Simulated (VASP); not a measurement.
Wanted: the native input for a VASP 6.6.1 run.

* Task: single point
* Functional: PBE
* Potentials or basis: VASP PAW PBE potentials, release 64 (Re, Rh_pv)
* Cutoff: 520 eV
* k mesh: 6 × 6 × 6
* Occupations: gaussian, width 0.1 eV
* Spin: no spin polarisation
* Dipole correction: no
* Further INCAR settings: ALGO = Normal; EDIFF = 1e-07; NBANDS = 26

The structure of ReRh2 lies in POSCAR:

```
ReRh2
1.0
    4.1890105255      0.0000000000      0.0000000000
   -2.0945052628      3.6277895319      0.0000000000
    0.0000000000      0.0000000000      2.6629144068
Re Rh
1 2
Direct
    0.0000000000      0.0000000000      0.0000000000
    0.3333333333      0.6666666667      0.5000000000
    0.6666666667      0.3333333333      0.5000000000
```

The input as run:

INCAR

```
SYSTEM = ReRh2
PREC = Accurate
ENCUT = 520
EDIFF = 1E-7
ISMEAR = 0
SIGMA = 0.1
LREAL = .FALSE.
LASPH = .TRUE.
NELM = 60
ALGO = Normal
ISIF = 2
LWAVE = .FALSE.
LCHARG = .FALSE.
GGA = PE
NBANDS = 26
```

KPOINTS

```
Automatic mesh
0
G
  6 6 6
  0 0 0
```

Potentials or basis: VASP PAW PBE potentials, release 64 (Re, Rh_pv).

Launch:

```console
$ cat potpaw_PBE.64/Re/POTCAR potpaw_PBE.64/Rh_pv/POTCAR > POTCAR
$ mpirun -np 1 vasp_std > vasp.out
```

Results of the run:

```json
{
  "Pressure": "23.2 GPa",
  "Band gap on the k mesh": "zero (an odd number of electrons rules out a gap without spin polarisation)"
}
```

Caveat: the k points lie up to 0.39 Å⁻¹ apart, too coarse for converged energies and pressures of a metal; spin-orbit coupling is left out, which moves the levels of the heavy elements.

Run time: 32 s on 1 thread of Oxide Virtual Turin-like Processor, with other jobs on the host, peak memory 0.13 GiB.
